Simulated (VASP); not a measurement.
# TiB2 (P6/mmm) in VASP: a series of runs

Aim: see how the results for TiB2 move with the level of theory and the settings. Levels: LDA, PBEsol. Tasks: single point.

Program: VASP 6.6.1. These are calculated values, not measurements. Logs are shortened: lines on timing, memory, paths and dates and some standing lists are left out, and cuts for length are marked.

## (1) The cell of the first run

Symmetry: P6/mmm, No. 191, hexagonal system. The conventional cell has a = 3.009 Å, b = 3.009 Å, c = 3.207 Å, α = 90.00°, β = 90.00°, γ = 120.00°. Within 3.1 Å of Ti (site symmetry 6/mmm) lie 12 B at 2.36 Å and 6 Ti at 3.01 Å. B (site symmetry -6m2) has 3 B at 1.74 Å within 2.3 Å.

## (2) Single point, LDA (volume scaled by 0.98)

INCAR reads:

```
ALGO = Normal
EDIFF = 1E-6
ENCUT = 520
ISIF = 2
ISMEAR = -1
LASPH = T
LCHARG = F
LREAL = F
LWAVE = F
NBANDS = 16
NELM = 60
PREC = Accurate
SIGMA = 0.05
```

KPOINTS reads:

```
k-points
0
Gamma
  10 10 8
```

POSCAR reads:

```
TiB2
1.0
    3.0088691861      0.0000000000      0.0000000000
   -1.5044345930      2.6057571518      0.0000000000
    0.0000000000      0.0000000000      3.2067322330
Ti B
1 2
Direct
    0.0000000000      0.0000000000      0.0000000000
    0.6666666667      0.3333333333      0.5000000000
    0.3333333333      0.6666666667      0.5000000000
```

Potentials or basis: VASP PAW LDA potentials, release 64 (Ti_sv, B).

Command:

```sh
$ cat potpaw_LDA.64/Ti_sv/POTCAR potpaw_LDA.64/B/POTCAR > POTCAR
$ mpirun -np 1 vasp_std > vasp.out
```

OUTCAR:

```text
EDIFF = 1E-6
   ENCUT = 520
   ISIF = 2
   ISMEAR = -1
   LASPH = T
   LREAL = F
   NELM = 60
   PREC = Accurate

 ion  position               nearest neighbor table
   1  0.000  0.000  0.000-   2 2.36   3 2.36   2 2.36   3 2.36   3 2.36   3 2.36   2 2.36   2 2.36
                             2 2.36   2 2.36   3 2.36   3 2.36
   2  0.667  0.333  0.500-   3 1.74   3 1.74   3 1.74   1 2.36   1 2.36   1 2.36   1 2.36   1 2.36
                             1 2.36
   3  0.333  0.667  0.500-   2 1.74   2 1.74   2 1.74   1 2.36   1 2.36   1 2.36   1 2.36   1 2.36
                             1 2.36

  LATTYP: Found a hexagonal cell.
 ALAT       =     3.0088691861
 C/A-ratio  =     1.0657599366

  Lattice vectors:

 A1 = (   3.0088691861,   0.0000000000,   0.0000000000)
 A2 = (  -1.5044345930,   2.6057571518,   0.0000000000)
 A3 = (   0.0000000000,   0.0000000000,   3.2067322330)

Analysis of symmetry for initial positions (statically):
=====================================================================
 Subroutine PRICEL returns:
 Original cell was already a primitive cell.

 Routine SETGRP: Setting up the symmetry group for a
 hexagonal supercell.

 Subroutine GETGRP returns: Found 24 space group operations
 (whereof 24 operations were pure point group operations)
 out of a pool of 24 trial point group operations.

The static configuration has the point symmetry D_6h.

Analysis of symmetry for dynamics (positions and initial velocities):
=====================================================================
 Subroutine PRICEL returns:
 Original cell was already a primitive cell.

 Routine SETGRP: Setting up the symmetry group for a
 hexagonal supercell.

 Subroutine GETGRP returns: Found 24 space group operations
 (whereof 24 operations were pure point group operations)
 out of a pool of 24 trial point group operations.

The dynamic configuration has the point symmetry D_6h.

 Subroutine INISYM returns: Found 24 space group operations
 (whereof 24 operations are pure point group operations),
 and found     1 'primitive' translations

----------------------------------------------------------------------------------------

                                     Primitive cell

  volume of cell :      25.1420

  direct lattice vectors                    reciprocal lattice vectors
     3.008869186  0.000000000  0.000000000     0.332350773  0.191882808  0.000000000
    -1.504434593  2.605757152  0.000000000     0.000000000  0.383765617  0.000000000
     0.000000000  0.000000000  3.206732233     0.000000000  0.000000000  0.311843936

  length of vectors
     3.008869186  3.008869186  3.206732233     0.383765617  0.383765617  0.311843936

  position of ions in fractional coordinates (direct lattice)
     0.000000000  0.000000000  0.000000000
     0.666666667  0.333333333  0.500000000
     0.333333333  0.666666667  0.500000000

  ion indices of the primitive-cell ions
   primitive index   ion index
                 1           1
                 2           2
                 3           3

----------------------------------------------------------------------------------------

 KPOINTS: k-points

Automatic generation of k-mesh.
 Grid dimensions read from file:
 generate k-points for:   10   10    8

 Generating k-lattice:

  Cartesian coordinates                     Fractional coordinates (reciprocal lattice)
     0.033235077  0.019188281  0.000000000     0.100000000 -0.000000000  0.000000000
     0.000000000  0.038376562  0.000000000     0.000000000  0.100000000  0.000000000
     0.000000000  0.000000000  0.038980492     0.000000000  0.000000000  0.125000000

  Length of vectors
     0.038376562  0.038376562  0.038980492

  Shift w.r.t. Gamma in fractional coordinates (k-lattice)
     0.000000000  0.000000000  0.000000000

 Subroutine IBZKPT returns following result:
 ===========================================

 Found     70 irreducible k-points:

 Following reciprocal coordinates:
            Coordinates               Weight
  0.000000  0.000000  0.000000      1.000000
  0.100000  0.000000  0.000000      6.000000
  0.200000  0.000000  0.000000      6.000000
  0.300000  0.000000  0.000000      6.000000
  0.400000 -0.000000  0.000000      6.000000
  0.500000 -0.000000  0.000000      3.000000
[... 16 lines left out ...]
  0.300000  0.100000  0.125000     24.000000
  0.400000  0.100000  0.125000     24.000000
 [... further k-points ...]
   k-points           NKPTS =     70   k-points in BZ     NKDIM =     70   number of bands    NBANDS=     16
   number of dos      NEDOS =    301   number of ions     NIONS =      3
   total plane-waves  NPLWV =  13824
   dimension x,y,z NGX =    24 NGY =   24 NGZ =   24
   dimension x,y,z NGXF=    48 NGYF=   48 NGZF=   48
   ions per type =               1   2
   NGX,Y,Z   is equivalent  to a cutoff of  13.26, 13.26, 12.44 a.u.
   NGXF,Y,Z  is equivalent  to a cutoff of  26.52, 26.52, 24.88 a.u.
 SYSTEM =  unknown system
   PREC   = accura    normal or accurate (medium, high low for compatibility)
   ISTART =      0    job   : 0-new  1-cont  2-samecut
   ICHARG =      2    charge: 1-file 2-atom 10-const
   ISPIN  =      1    spin polarized calculation?
   LNONCOLLINEAR =      F non collinear calculations
   LSORBIT =      F    spin-orbit coupling
   LASPH  =      T    aspherical Exc in radial PAW
   ENCUT  =  520.0 eV  38.22 Ry    6.18 a.u.   5.59  5.59  5.96*2*pi/ulx,y,z
   NELM   =     60;   NELMIN=  2; NELMDL= -5     # of ELM steps
   EDIFF  = 0.1E-05   stopping-criterion for ELM
   LREAL  =      F    real-space projection
   EDIFFG = 0.1E-04   stopping-criterion for IOM
   NSW    =      0    number of steps for IOM
   IBRION =     -1    ionic relax: 0-MD 1-quasi-New 2-CG
   NFREE  =      0    steps in history (QN), initial steepest desc. (CG)
   ISIF   =      2    stress and relaxation
   ISYM   =      2    0-nonsym 1-usesym 2-fastsym
   POTIM  = 0.5000    time-step for ionic-motion
   TEBEG  =    0.0;   TEEND  =   0.0 temperature during run
   PSTRESS=    0.0 pullay stress
   NELECT =      18.0000    total number of electrons
   NUPDOWN=      -1.0000    fix difference up-down
   EMIN   =  10.00;   EMAX   =-10.00  energy-range for DOS
   EFERMI =   0.00;   METHOD = LEGACY
   ISMEAR =    -1;   SIGMA  =   0.05  broadening in eV -4-tet -1-fermi 0-gaus
   EFERMI_NEDOS =   21; number of points for ismear=-14 and -15
   IALGO  =     38    algorithm
   IMIX   =      4    mixing-type and parameters
     AMIX     =   0.40;   BMIX     =  1.00
     AMIX_MAG =   1.60;   BMIX_MAG =  1.00
  volume/ion in A,a.u.               =       8.38        56.56
  Fermi-wavevector in a.u.,A,eV,Ry     =   1.464533  2.767565 29.182531  2.144855
  Thomas-Fermi vector in A             =   2.580497
   LORBIT       =      0    0 simple, 1 ext, 2 COOP (PROOUT), +10 PAW based schemes
   GGA     = CA    functional components
   LHFCALC =     F    Hartree Fock is set to
   AEXX    =    0.0000 exact exchange contribution
   IVDW    =     0    specifies the selected vdW correction
   LEPSILON=     F    determine dielectric tensor
   LRPA    =     F    only Hartree local field effects (RPA)
 non-spin polarized calculation
  energy-cutoff  :      520.00
  volume of cell :       25.14
 maximum number of plane-waves:       696
 NGX is ok and might be reduce to    24
   NGX = 11   NGY = 11   NGZ = 11

 number of electron      18.0000000 magnetization

 Free energy of the ion-electron system (eV)
  ---------------------------------------------------
  ext. energy  EPLUGINS =         0.00000000
  ---------------------------------------------------
  free energy    TOTEN  =       -26.90462928 eV

  energy without entropy =      -26.89835599  energy(sigma->0) =      -26.90149263

 E-fermi :  10.0789     XC(G=0): -13.0495

 val. band max:       10.0510864932   @ k =   0.2000   0.2000   0.1250
 cond. band min:      10.0810272669   @ k =   0.3000   0.2000   0.0000
 fundamental gap:      0.0299407737
 Fermi energy:        10.0788652810

 k-point     1 :       0.0000    0.0000    0.0000
  band No.  band energies     occupation
      1     -46.0492      2.00000
      2     -22.7914      2.00000
      3     -22.4602      2.00000
      4     -22.4602      2.00000
      5      -3.2552      2.00000
      6       7.5153      2.00000
[... 8 lines left out ...]
     15      16.0410      0.00000
     16      17.4300      0.00000

 k-point     2 :       0.1000    0.0000    0.0000
  band No.  band energies     occupation
      1     -46.0432      2.00000
      2     -22.7840      2.00000
      3     -22.5044      2.00000
      4     -22.4702      2.00000
      5      -3.0613      2.00000
      6       6.9893      2.00000
[... 8 lines left out ...]
     15      17.1330      0.00000
     16      18.0186      0.00000

 k-point     3 :       0.2000    0.0000    0.0000
  band No.  band energies     occupation
      1     -46.0274      2.00000
      2     -22.7646      2.00000
      3     -22.6189      2.00000
      4     -22.4963      2.00000
      5      -2.4966      2.00000
      6       5.7048      2.00000
[... 8 lines left out ...]
     15      18.0909      0.00000
     16      19.2576      0.00000

 k-point     4 :       0.3000    0.0000    0.0000
  band No.  band energies     occupation
      1     -46.0079      2.00000
      2     -22.7577      2.00000
      3     -22.7406      2.00000
      4     -22.5283      2.00000
      5      -1.6050      2.00000
      6       4.1212      2.00000
[... 8 lines left out ...]
     15      17.7664      0.00000
     16      19.4730      0.00000
[... 324 lines left out ...]
 k-point    22 :       0.2000    0.1000    0.1250
  band No.  band energies     occupation
      1     -46.0122      2.00000
      2     -22.7802      2.00000
      3     -22.6947      2.00000
      4     -22.5252      2.00000
      5      -1.7902      2.00000
      6       4.9448      2.00000
[... 8 lines left out ...]
     15      18.4485      0.00000
     16      19.7856      0.00000

 k-point    23 :       0.3000    0.1000    0.1250
  band No.  band energies     occupation
      1     -45.9945      2.00000
      2     -22.8109      2.00000
      3     -22.7567      2.00000
      4     -22.5621      2.00000
      5      -0.8009      2.00000
      6       3.3862      2.00000
[... 8 lines left out ...]
     15      18.7466      0.00000
     16      20.0958      0.00000

 k-point    24 :       0.4000    0.1000    0.1250
  band No.  band energies     occupation
      1     -45.9835      2.00000
      2     -22.8811      2.00000
      3     -22.7427      2.00000
      4     -22.5848      2.00000
      5       0.4265      2.00000
      6       1.8449      2.00000
[... 8 lines left out ...]
     15      19.0631      0.00000
     16      19.8646      0.00000

 [... further k-points ...]
[... 5 lines left out ...]
  --------------------------------------------------------------------------------------
  -------------------------------------------------------------------------------------
  Total       -0.7749343     -0.7749343     -1.1172233     -0.0000000     -0.0000000     -0.0000000
  in kB      -49.3827801    -49.3827801    -71.1951829     -0.0000000     -0.0000000     -0.0000000
  external PRESSURE =     -56.6535810 kB  Pullay stress =       0.0000000 kB

 VOLUME and BASIS-vectors are now :
 -----------------------------------------------------------------------------
  energy-cutoff  :      520.00
  volume of cell :       25.14
      direct lattice vectors                 reciprocal lattice vectors
     3.008869186  0.000000000  0.000000000     0.332350773  0.191882808  0.000000000
    -1.504434593  2.605757152  0.000000000     0.000000000  0.383765617  0.000000000
     0.000000000  0.000000000  3.206732233     0.000000000  0.000000000  0.311843936

 POSITION                                       TOTAL-FORCE (eV/Angst)
 -----------------------------------------------------------------------------------
      0.00000      0.00000      0.00000        -0.000000      0.000000      0.000000
      1.50443      0.86859      1.60337         0.000000     -0.000000      0.000000
     -0.00000      1.73717      1.60337        -0.000000      0.000000      0.000000
 -----------------------------------------------------------------------------------
    total drift:                               -0.000000      0.000000      0.000000

  FREE ENERGIE OF THE ION-ELECTRON SYSTEM (eV)
  ---------------------------------------------------
  free  energy   TOTEN  =       -26.9046292790 eV

  energy  without entropy=      -26.8983559852  energy(sigma->0) =      -26.90149263
```

Wall time 7.8 s (1 thread of Intel Xeon 6975P-C (Granite Rapids), shared host); peak memory 0.13 GiB.

What came out:

| Property | Result |
| --- | --- |
| Free energy | -26.9046 eV |
| Pressure | -5.7 GPa |
| Band gap on the k mesh | zero (band 9 reaches 10.53 eV, above the bottom of band 10 at 9.96 eV) |

(Part 1 of 2 ends here.)
